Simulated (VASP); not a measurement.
A run of VASP 6.6.1:

The input INCAR:

```
AGGAC    = 1.0          
AGGAX    = 1.0          
ALDAC    = 0.0          
ALDAX    = 1.0          
ALGO     = Normal         # electronic algorithm
EDIFF    = 1E-7           # SCF threshold, eV
ENCUT    = 520            # plane-wave cutoff, eV
GGA      = B5             # functional
ISIF     = 2              # what is computed and relaxed
ISMEAR   = -1             # smearing method
IVDW     = 12             # dispersion correction
LASPH    = T              # aspherical terms in the spheres
LCHARG   = F              # write CHGCAR
LREAL    = F              # projectors in reciprocal space
LWAVE    = F              # write WAVECAR
NBANDS   = 66             # bands
NELM     = 80             # most SCF steps
PREC     = Accurate       # precision mode
SIGMA    = 0.05           # smearing width, eV
VDW_A1   = 0.4298       
VDW_A2   = 4.2359       
VDW_S6   = 1.0          
VDW_S8   = 2.6996
```

Contents of KPOINTS:

```
k-points
0
Gamma
  8 8 2
```

The input POSCAR:

```
ZnS
1.0
    3.7604801709      0.0000000000      0.0000000000
   -1.8802400855      3.2566713584      0.0000000000
    0.0000000000      0.0000000000     18.4373916028
Zn S
6 6
Direct
    0.3333333333      0.6666666667      0.8333300000
    0.6666666667      0.3333333333      0.3333300000
    0.6666666667      0.3333333333      0.6666700000
    0.3333333333      0.6666666667      0.1666700000
    0.0000000000      0.0000000000      0.5000000000
    0.0000000000      0.0000000000      0.0000000000
    0.3333333333      0.6666666667      0.9583300000
    0.6666666667      0.3333333333      0.4583300000
    0.6666666667      0.3333333333      0.7916700000
    0.3333333333      0.6666666667      0.2916700000
    0.0000000000      0.0000000000      0.6250000000
    0.0000000000      0.0000000000      0.1250000000
```

Potentials or basis: VASP PAW PBE potentials, release 64 (Zn, S).

Command:

```sh
$ cat potpaw_PBE.64/Zn/POTCAR potpaw_PBE.64/S/POTCAR > POTCAR
$ mpirun -np 1 vasp_std > vasp.out
```

Hardware: 1 thread of Intel(R) Xeon(R) Platinum 8259CL CPU @ 2.50GHz (Skylake/Cascade Lake), on a shared host.

Question: How long does it take, and how much memory?

Answer: It took 7.1 min on 1 thread of Intel(R) Xeon(R) Platinum 8259CL CPU @ 2.50GHz (Skylake/Cascade Lake) (shared host), peak memory 0.44 GiB. Counts: scf iterations 18, k points 20.
